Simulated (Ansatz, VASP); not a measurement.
**Two plane-wave programs on MnS**

Contents of INCAR:

```
SYSTEM = MnS
ALGO = Fast
EDIFF = 1E-7
ENCUT = 520
GGA = PE
ISIF = 2
ISMEAR = 0
ISPIN = 2
LASPH = .True.
LCHARG = .False.
LMAXMIX = 4
LORBIT = 11
LREAL = .False.
LWAVE = .False.
MAGMOM = 4.4 0
NBANDS = 20
NELM = 150
PREC = Accurate
SIGMA = 0.05
```

The input KPOINTS:

```
k-points
0
Gamma
  12 12 12
  0 0 0
```

Contents of POSCAR:

```
MnS
1.0
    0.0000000000      2.5431237785      2.5431237785
    2.5431237785      0.0000000000      2.5431237785
    2.5431237785      2.5431237785      0.0000000000
Mn S
1 1
Direct
    0.0000000000      0.0000000000      0.0000000000
    0.5000000000      0.5000000000      0.5000000000
```

Input for Ansatz:

```yaml
crystal:
  lattice:
    - [0.0, 2.5431237785, 2.5431237785]
    - [2.5431237785, 0.0, 2.5431237785]
    - [2.5431237785, 2.5431237785, 0.0]
  atoms:
    - { symbol: Mn, position: [0.0, 0.0, 0.0], spin: 4.4 }
    - { symbol: S, position: [0.5, 0.5, 0.5] }
basis:
  ecutwfc: 420
  ecutrho_ratio: 4
kpoints:
  mp_grid: { grid: [12, 12, 12] }
hamiltonian:
  xc: pbe
scf:
  occupations: { method: gaussian, width: 0.05 }
output:
  forces: true
  stress: true
  eigenvalues: true
  populations: true
magnetization:
  spin_polarized: true
```

Alike in both runs: task single point; functional PBE; k mesh 12 × 12 × 12; occupations gaussian, width 0.05 eV; collinear spin.

```csv
,VASP,Ansatz
version,VASP 6.6.1,Ansatz 0.2.0
potentials or method,"VASP PAW PBE potentials, release 64 (Mn_pv, S), cutoff 520 eV","scalar-relativistic, plane waves, PAW"
valence electrons in the cell,19,21
```

```tsv
	VASP	Ansatz	Ansatz less VASP
gap on the k mesh at the Fermi level (eV)	none	none	-
pressure (GPa)	0.0	0.0	-0.03
net moment per atom (μB)	2.22	2.22	-0.001
size of the moment on the site where the two differ most (μB)	4.07	3.99	-0.080
```

Site moments also hang on the region over which each program counts them. A gap of «none» marks a metal or a gap that the smearing closes. VASP's potentials hold 19 valence electrons a cell and Ansatz's 21, so a difference there can come from the potentials and not from the codes.
